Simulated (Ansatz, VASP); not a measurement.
Sr2C: VASP beside Ansatz

```xyz
3
Lattice="1.9364 1.1180 6.3975 -1.9364 1.1180 6.3975 0.0000 -2.2359 6.3975" Properties=species:S:1:pos:R:3 pbc="T T T"
Sr    0.0000    0.0000    4.9503
Sr    0.0000    0.0000   14.2422
C     0.0000    0.0000    0.0000
```

Change from the starting cell: species swapped into the Y2C type (R-3m, No. 166).

Alike in both runs: task relaxation of cell and atoms; functional PBE; k mesh 6 × 6 × 6; occupations gaussian, width 0.1 eV; no spin polarisation.

|  | VASP | Ansatz |
| --- | --- | --- |
| version | VASP 6.6.1 | Ansatz 0.2.0 |
| potentials or method | VASP PAW PBE potentials, release 64 (Sr_sv, C), cutoff 600 eV | scalar-relativistic, plane waves, PAW |
| valence electrons in the cell | 24 | 24 |

|  | VASP | Ansatz | Ansatz less VASP |
| --- | --- | --- | --- |
| gap on the k mesh at the Fermi level, each at its own relaxed structure (eV) | none | none | - |
| relaxed volume (Å³/atom) | 32.87 | 32.84 | -0.029 |
| relaxed cell length with the largest relative difference (Å) | 7.004 | 7.004 | -0.0005 |

A gap of «none» marks a metal or a gap that the smearing closes.

Noted on VASP's run: the volume moved by over 15 % at a fixed basis, so the end points are rough.
